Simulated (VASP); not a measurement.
## GaSb: single point with r2SCAN

The system is GaSb.

```xyz
2
Lattice="0.0000 3.0860 3.0860 3.0860 0.0000 3.0860 3.0860 3.0860 0.0000" Properties=species:S:1:pos:R:3 pbc="T T T"
Ga    0.0000    0.0000    0.0000
Sb    4.6290    4.6290    4.6290
```

This cell differs from its parent crystal: volume scaled by 1.02.

```
Program             : VASP 6.6.1
Task                : single point
Functional          : r2SCAN
Potentials or basis : VASP PAW PBE potentials, release 64 (Ga_d, Sb)
Cutoff              : 520 eV
k mesh              : 6 × 6 × 6
Occupations         : gaussian, width 0.05 eV
Spin                : no spin polarisation
```

```
Pressure               : -0.9 GPa
Band gap on the k mesh : 0.25 eV, direct
```

Levels at points of the mesh, in eV from the valence-band top:
```
           k point  band 7  band 8  band 9  band 10  band 11  band 12
(0.00, 0.00, 0.00)    0.00    0.00    0.00     0.25     2.99     2.99
(0.50, 0.00, 0.00)   -6.45   -1.17   -1.17     0.62     4.01     4.01
(0.50, 0.50, 0.00)   -6.93   -2.60   -2.60     1.14     1.52     9.08
```

Wall time 18 s on 1 thread of Intel(R) Xeon(R) 6975P-C (Granite Rapids) (shared host), peak memory 0.18 GiB.

Caveat: the PAW data sets were made with another functional, which shifts forces and pressure a little; spin-orbit coupling is left out, which moves the levels of the heavy elements. A k mesh can miss the band edges.
